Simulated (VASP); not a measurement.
A run of VASP 6.6.1 is set up as follows.

File INCAR:

```
SYSTEM = AlN
  PREC = Accurate
  ENCUT = 520
  EDIFF = 1E-6
  ISMEAR = 0
  SIGMA = 0.05
  LREAL = .False.
  LASPH = .True.
  NELM = 100
  ALGO = Normal
  ISIF = 2
  LWAVE = .False.
  LCHARG = .False.
  GGA = PS
  NBANDS = 16
```

Contents of KPOINTS:

```
regular mesh
0
Gamma
  9 9 6
  0 0 0
```

The input POSCAR:

```
AlN
1.0
    3.2420000000      0.0000000000      0.0000000000
   -1.6210000000      2.8076543591      0.0000000000
    0.0000000000      0.0000000000      4.2642000000
Al N
2 2
Direct
    0.3333333333      0.6666666667      0.7500000000
    0.6666666667      0.3333333333      0.2500000000
    0.3333333333      0.6666666667      0.2500000000
    0.6666666667      0.3333333333      0.7500000000
```

Potentials or basis: VASP PAW PBE potentials, release 64 (Al, N).

The run is started by

```sh
$ cat potpaw_PBE.64/Al/POTCAR potpaw_PBE.64/N/POTCAR > POTCAR
$ mpirun -np 1 vasp_std > vasp.out
```

(1) What does it give for the band gap on the k mesh?

(2) Predict the pressure.

Answers

(1) 3.28 eV, direct.

(2) 3.5 GPa.

Caveat: the PAW data sets were made with another functional, which shifts forces and pressure a little.
